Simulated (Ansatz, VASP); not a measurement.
**InAs: VASP beside Ansatz**

```
CELL_PARAMETERS angstrom
0.00000 3.01800 3.01800
3.01800 0.00000 3.01800
3.01800 3.01800 0.00000
ATOMIC_POSITIONS crystal
In 0.00000 0.00000 0.00000
As 0.25000 0.25000 0.25000
```

Alike in both runs: task single point; functional LDA; k mesh 6 × 6 × 6; no spin polarisation.

|  | VASP | Ansatz |
| --- | --- | --- |
| version | VASP 6.6.1 | Ansatz 0.2.0 |
| potentials or method | VASP PAW LDA potentials, release 64 (In_d, As), cutoff 520 eV | all-electron (LAPW or listed datasets) |
| occupations | methfessel-paxton of order 1, width 0.1 eV | cold |

|  | VASP | Ansatz | Ansatz less VASP |
| --- | --- | --- | --- |
| gap on the k mesh at the Fermi level (eV) | none | none | - |
| pressure (GPa) | -0.1 | -0.2 | -0.14 |

LDA's correlation is that of Perdew and Zunger in VASP and of Perdew and Wang (1992) in Ansatz. A gap of «none» marks a metal or a gap that the smearing closes. Ansatz ran all-electron here, and VASP with PAW potentials.
